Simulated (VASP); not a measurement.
# TiO2 (C2/c) in VASP: relaxation of cell and atoms with LDA

Aim: the relaxation of cell and atoms of TiO2 with LDA.

All numbers are computed with VASP 6.6.1; they aren't measurements. Logs are shortened: lines on timing, memory, paths and dates and some standing lists are left out, and cuts for length are marked.

## Step 1: The cell of the first run

Symmetry: C2/c, No. 15, monoclinic system. The conventional cell has a = 5.412 Å, b = 5.413 Å, c = 5.472 Å, α = 90.00°, β = 118.77°, γ = 90.00°. Within 2.6 Å of Ti (site symmetry 2) lie 6 O at 1.93 to 2.00 Å. O (site symmetry 1) has 3 Ti at 1.93 to 2.00 Å and 2 O at 2.50 Å within 2.6 Å.

## Step 2: Relaxation of cell and atoms, LDA

Input file INCAR:

```
SYSTEM = TiO2
PREC = Accurate ; ENCUT = 600
EDIFF = 1E-7 ; ISMEAR = 0
SIGMA = 0.02 ; LREAL = .False.
LASPH = .True. ; NELM = 120
ALGO = Normal ; ISIF = 3
LWAVE = .False. ; LCHARG = .False.
GGA = CA ; IBRION = 2
NSW = 80 ; EDIFFG = -0.01
GGA_COMPAT = .False. ; NELMIN = 4
```

Input file KPOINTS:

```
regular mesh
0
Gamma
  8 8 6
  0 0 0
```

Input file POSCAR:

```
TiO2
1.0
    2.7060340000     -2.7066550000      0.0000000000
    2.7060340000      2.7066550000      0.0000000000
   -2.6335310000      0.0000000000      4.7966370000
Ti O
2 4
Direct
    0.1341100000      0.8658900000      0.2500000000
    0.8658900000      0.1341100000      0.7500000000
    0.3312210000      0.0887550000      0.6671490000
    0.6687790000      0.9112450000      0.3328510000
    0.9112450000      0.6687790000      0.8328510000
    0.0887550000      0.3312210000      0.1671490000
```

Potentials or basis: VASP PAW LDA potentials, release 64 (Ti_sv, O).

Launch:

```sh
$ cat potpaw_LDA.64/Ti_sv/POTCAR potpaw_LDA.64/O/POTCAR > POTCAR
$ mpirun -np 1 vasp_std > vasp.out
```

OUTCAR:

```text
SYSTEM = TiO2
   PREC = Accurate
   ENCUT = 600
   EDIFF = 1E-7
   ISMEAR = 0
   LREAL = .False.
   LASPH = .True.
   NELM = 120
   ISIF = 3
   GGA = CA
   IBRION = 2
   NSW = 80
   EDIFFG = -0.01
   NELMIN = 4

 ion  position               nearest neighbor table
   1  0.134  0.866  0.250-   4 1.93   6 1.93   6 1.98   4 1.98   3 2.00   5 2.00
   2  0.866  0.134  0.750-   5 1.93   3 1.93   5 1.98   3 1.98   6 2.00   4 2.00
   3  0.331  0.089  0.667-   2 1.93   2 1.98   1 2.00
   4  0.669  0.911  0.333-   1 1.93   1 1.98   2 2.00
   5  0.911  0.669  0.833-   2 1.93   2 1.98   1 2.00
   6  0.089  0.331  0.167-   1 1.93   1 1.98   2 2.00

  LATTYP: Found a base centered monoclinic cell.
 ALAT       =     5.4120680000
 B/A-ratio  =     1.0002294871
 C/A-ratio  =     1.0110809974
 COS(beta)  =    -0.4812705001

  Lattice vectors:

 A1 = (   2.7060340000,  -2.7066550000,   0.0000000000)
 A2 = (   2.7060340000,   2.7066550000,   0.0000000000)
 A3 = (  -2.6335310000,   0.0000000000,   4.7966370000)

Analysis of symmetry for initial positions (statically):
=====================================================================
 Subroutine PRICEL returns:
 Original cell was already a primitive cell.

 Routine SETGRP: Setting up the symmetry group for a
 base centered monoclinic supercell.

 Subroutine GETGRP returns: Found  4 space group operations
 (whereof  2 operations were pure point group operations)
 out of a pool of  4 trial point group operations.

The static configuration has the point symmetry S_2 .
 The point group associated with its full space group is C_2h.

Analysis of symmetry for dynamics (positions and initial velocities):
=====================================================================
 Subroutine PRICEL returns:
 Original cell was already a primitive cell.

 Routine SETGRP: Setting up the symmetry group for a
 base centered monoclinic supercell.

 Subroutine GETGRP returns: Found  4 space group operations
 (whereof  2 operations were pure point group operations)
 out of a pool of  4 trial point group operations.

The dynamic configuration has the point symmetry S_2 .
 The point group associated with its full space group is C_2h.

 Subroutine INISYM returns: Found  4 space group operations
 (whereof  2 operations are pure point group operations),
 and found     1 'primitive' translations

----------------------------------------------------------------------------------------

[... 123 lines left out ...]
  Thomas-Fermi vector in A             =   2.560409
   LORBIT       =      0    0 simple, 1 ext, 2 COOP (PROOUT), +10 PAW based schemes
   GGA     = CA    functional components
   LHFCALC =     F    Hartree Fock is set to
   AEXX    =    0.0000 exact exchange contribution
   IVDW    =     0    specifies the selected vdW correction
   LEPSILON=     F    determine dielectric tensor
   LRPA    =     F    only Hartree local field effects (RPA)
 conjugate gradient relaxation of ions
 non-spin polarized calculation
 Gauss-broadening in eV      SIGMA  =   0.02
  energy-cutoff  :      600.00
  volume of cell :       70.26
 maximum number of plane-waves:      2363
   NGX = 15   NGY = 15   NGZ = 21

--------------------------------------- Ionic step        1  -------------------------------------------

 number of electron      48.0000002 magnetization

 Free energy of the ion-electron system (eV)
  ---------------------------------------------------
  ext. energy  EPLUGINS =         0.00000000
  ---------------------------------------------------
  free energy    TOTEN  =       -58.69271754 eV

  energy without entropy =      -58.69271754  energy(sigma->0) =      -58.69271754

------------------------ aborting loop because EDIFF is reached ----------------------------------------

  FORCE on cell =-STRESS in cart. coord.  units (eV):
  Direction    XX          YY          ZZ          XY          YZ          ZX
  --------------------------------------------------------------------------------------
  -------------------------------------------------------------------------------------
  Total       -5.3510085     -5.3660890     -5.2367674      0.0000000      0.0000000     -0.1839360
  in kB     -122.0150007   -122.3588686   -119.4100471      0.0000000      0.0000000     -4.1941529
  external PRESSURE =    -121.2613054 kB  Pullay stress =       0.0000000 kB
[... 101 lines left out ...]
  FREE ENERGIE OF THE ION-ELECTRON SYSTEM (eV)
  ---------------------------------------------------
  free  energy   TOTEN  =       -58.8495727900 eV

  energy  without entropy=      -58.8495727900  energy(sigma->0) =      -58.84957279

[... ionic steps 4 to 18 ...]

--------------------------------------- Ionic step       19  -------------------------------------------

 number of electron      47.9999997 magnetization

------------------------ aborting loop because EDIFF is reached ----------------------------------------
[... 75 lines left out ...]
--------------------------------------- Ionic step       21  -------------------------------------------

 number of electron      47.9999998 magnetization

 Free energy of the ion-electron system (eV)
  ---------------------------------------------------
  ext. energy  EPLUGINS =         0.00000000
  ---------------------------------------------------
  free energy    TOTEN  =       -58.85799176 eV

  energy without entropy =      -58.85799176  energy(sigma->0) =      -58.85799176

 E-fermi :   3.4446     XC(G=0): -11.4803

 val. band max:        3.3073152147   @ k =   0.5000   0.5000   0.0000
 cond. band min:       5.3984077806   @ k =   0.0000   0.0000   0.0000
 fundamental gap:      2.0910925659
 Fermi energy:         3.4445821421

 k-point     1 :       0.0000    0.0000    0.0000
  band No.  band energies     occupation
      1     -52.2179      2.00000
      2     -52.1449      2.00000
      3     -29.1396      2.00000
      4     -28.8650      2.00000
      5     -28.8650      2.00000
      6     -28.7827      2.00000
[... 733 lines left out ...]
     27       6.7503      0.00000
     28       6.9444      0.00000

 [... further k-points ...]

------------------------ aborting loop because EDIFF is reached ----------------------------------------

  FORCE on cell =-STRESS in cart. coord.  units (eV):
  Direction    XX          YY          ZZ          XY          YZ          ZX
  --------------------------------------------------------------------------------------
  -------------------------------------------------------------------------------------
  Total        0.0231015      0.0176710      0.0178840      0.0000000      0.0000000      0.0052028
  in kB        0.5580569      0.4268746      0.4320202      0.0000000      0.0000000      0.1256828
  external PRESSURE =       0.4723172 kB  Pullay stress =       0.0000000 kB
[... 21 lines left out ...]
  FREE ENERGIE OF THE ION-ELECTRON SYSTEM (eV)
  ---------------------------------------------------
  free  energy   TOTEN  =       -58.8579917638 eV

  energy  without entropy=      -58.8579917638  energy(sigma->0) =      -58.85799176

 reached required accuracy - stopping structural energy minimisation
```

OSZICAR:

```text
N       E                     dE             d eps       ncg     rms          rms(c)
DAV:   1     0.708946255149E+03    0.70895E+03   -0.27435E+04  6384   0.218E+03
DAV:   2     0.548356150396E+02   -0.65411E+03   -0.63337E+03  6804   0.612E+02
DAV:   3    -0.688723747537E+02   -0.12371E+03   -0.12044E+03  9956   0.223E+02
[... 194 lines left out ...]
DAV:   1    -0.588579743688E+02    0.27676E-06   -0.45931E-02  6384   0.165E+00    0.697E-02
DAV:   2    -0.588580210018E+02   -0.46633E-04   -0.11992E-03  6876   0.280E-01    0.399E-02
DAV:   3    -0.588579926592E+02    0.28343E-04   -0.71512E-05  8228   0.815E-02    0.106E-02
DAV:   4    -0.588579918383E+02    0.82090E-06   -0.13566E-05  7856   0.310E-02    0.341E-03
DAV:   5    -0.588579917638E+02    0.74448E-07   -0.79968E-07  7380   0.879E-03
  21 F= -.58857992E+02 E0= -.58857992E+02  d E =-.101940E-03
```

It took 18 min on 1 thread of Intel Xeon 6975P-C (Granite Rapids), shared host; peak memory 0.35 GiB.

What came out:

| Property | Result |
| --- | --- |
| Free energy | -58.8580 eV |
| Relaxed volume | 11.05 Å³/atom |
| Relaxed cell | a = 3.746 Å, b = 3.746 Å, c = 5.419 Å, α = 110.22°, β = 110.22°, γ = 90.01° |
| Space group after relaxing (to 0.1 Å) | I4_1/amd (No. 141) |
| Energy gained by relaxing | 27.5 meV/atom |
| Ionic steps | 21 |
| Pressure after relaxing | 0.0 GPa |
| Largest force after relaxing | 0.005 eV/Å |
| Band gap on the k mesh | 2.09 eV (least direct gap 2.42 eV) |

Forces on the atoms (eV/Å):
```
Ti   0.000  0.002  0.000
Ti   0.000 -0.002  0.000
O   -0.004  0.002  0.001
O    0.004 -0.002 -0.001
O    0.004  0.002 -0.001
O   -0.004 -0.002  0.001
```

Step by step:
```tsv
step	energy change (eV)	largest force (eV/Å)	pressure (GPa)	volume (Å³)
1	0.0000	0.3147	-12.13	70.26
2	0.1547	0.8429	21.27	61.63
3	-0.1569	0.1336	-0.36	66.50
4	-0.1569	0.1350	-0.09	66.43
5	-0.1605	0.1073	0.07	66.28
6	-0.1605	0.1077	0.07	66.28
7	-0.1616	0.0760	0.04	66.29
8	-0.1625	0.0533	0.00	66.31
9	-0.1635	0.0169	0.01	66.32
10	-0.1642	0.0526	0.03	66.33
11	-0.1647	0.0212	-0.08	66.36
12	-0.1647	0.0210	-0.08	66.36
13	-0.1648	0.0207	0.15	66.30
14	-0.1648	0.0214	0.16	66.30
15	-0.1648	0.0206	0.14	66.31
16	-0.1650	0.0191	-0.01	66.35
17	-0.1650	0.0192	-0.07	66.37
18	-0.1651	0.0151	-0.05	66.36
19	-0.1652	0.0186	0.02	66.33
20	-0.1653	0.0101	0.04	66.32
21	-0.1653	0.0047	0.05	66.32
```

Final structure:
```
Ti O
1.0
     2.64829   -2.64864   -0.02009
     2.64829    2.64864   -0.02009
    -2.61313    0.00000    4.74756
Ti O
2 4
Direct
  0.12503 0.87497 0.25000
  0.87497 0.12503 0.75000
  0.33325 0.08331 0.66642
  0.66675 0.91669 0.33358
  0.91669 0.66675 0.83358
  0.08331 0.33325 0.16642
```

A k mesh can miss the band edges.
